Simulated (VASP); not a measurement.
Set up this calculation in VASP 6.6.1, as the native input.

| Property | Result |
| --- | --- |
| Task | single point |
| Functional | PBE |
| Potentials or basis | VASP PAW PBE potentials, release 64 (Ga_d, N) |
| Cutoff | 520 eV |
| k mesh | 10 × 10 × 10 |
| Occupations | gaussian, width 0.01 eV |
| Spin | non-collinear spin, zero start, spin-orbit coupling |
| Starting moments | [[0.0, 0.0, 0.0], [0.0, 0.0, 0.0]] μB |
| Dipole correction | no |
| Further INCAR settings | ALGO = Normal; EDIFF = 1e-06; NBANDS = 30 |

The structure of GaN lies in POSCAR:

```
GaN
1.0
    0.0000000000      2.2489526325      2.2489526325
    2.2489526325      0.0000000000      2.2489526325
    2.2489526325      2.2489526325      0.0000000000
Ga N
1 1
Direct
    0.0000000000      0.0000000000      0.0000000000
    0.7500000000      0.7500000000      0.7500000000
```

These files were run (other wordings do the same):

INCAR

```
SYSTEM = GaN
PREC = Accurate
ENCUT = 520
EDIFF = 1E-6
ISMEAR = 0
SIGMA = 0.01
LREAL = .False.
LASPH = .True.
NELM = 150
ALGO = Normal
ISIF = 2
LWAVE = .False.
LCHARG = .True.
MAGMOM = 0 0 0 0 0 0
LORBIT = 11
LSORBIT = .True.
GGA_COMPAT = .False.
LORBMOM = .True.
GGA = PE
LVHAR = .True.
NBANDS = 30
```

KPOINTS

```
regular mesh
0
Gamma
  10 10 10
  0 0 0
```

Potentials or basis: VASP PAW PBE potentials, release 64 (Ga_d, N).

Run with:

```console
$ cat potpaw_PBE.64/Ga_d/POTCAR potpaw_PBE.64/N/POTCAR > POTCAR
$ mpirun -np 1 vasp_ncl > vasp.out
```

Results of the run:

| Property | Result |
| --- | --- |
| Pressure | 6.2 GPa |
| Net moment | 0.00 μB per cell |
| Valence electrons inside the program's atomic spheres | Ga 11.88; N 3.75 |

Caveat: the cell stands under pressure.

It took 84 s on 1 thread of Intel(R) Xeon(R) Platinum 8259CL CPU @ 2.50GHz (Skylake/Cascade Lake) (shared host), peak memory 0.24 GiB.
